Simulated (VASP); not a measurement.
MgO2, 3 atoms in the cell. Symmetry: R-3m, No. 166, trigonal system. Conventional cell: a = 3.279 Å, b = 3.279 Å, c = 10.592 Å, α = 90.00°, β = 90.00°, γ = 120.00°. Mg (site symmetry -3m) has 6 O at 2.15 Å within 2.8 Å. Within 2.0 Å of O (site symmetry 3m) lie 1 O at 1.50 Å. 

| Item | Value |
| --- | --- |
| Program | VASP 6.6.1 |
| Task | single point |
| Functional | r2SCAN |
| Potentials or basis | VASP PAW PBE potentials, release 64 (Mg_sv, O) |
| Cutoff | 920 eV |
| k mesh | 12 × 12 × 12 |
| Occupations | gaussian, width 0.02 eV |
| Spin | no spin polarisation |
| Dipole correction | no |
| Further INCAR settings | ALGO = Normal; EDIFF = 1e-06; NBANDS = 18 |

Potentials or basis: VASP PAW PBE potentials, release 64 (Mg_sv, O).

Command:

```console
$ cat potpaw_PBE.64/Mg_sv/POTCAR potpaw_PBE.64/O/POTCAR > POTCAR
$ cp INCAR.step1 INCAR
$ mpirun -np 1 vasp_std > vasp.out
$ cp INCAR.step2 INCAR
$ mpirun -np 1 vasp_std > vasp.out
```

Hardware: 1 thread of Intel(R) Xeon(R) 6975P-C (Granite Rapids) (shared host).

How long does it take, and how much memory?

Run time: 8.5 min on 1 thread of Intel(R) Xeon(R) 6975P-C (Granite Rapids), with other jobs on the host, peak memory 0.41 GiB. Counts: k points 189.
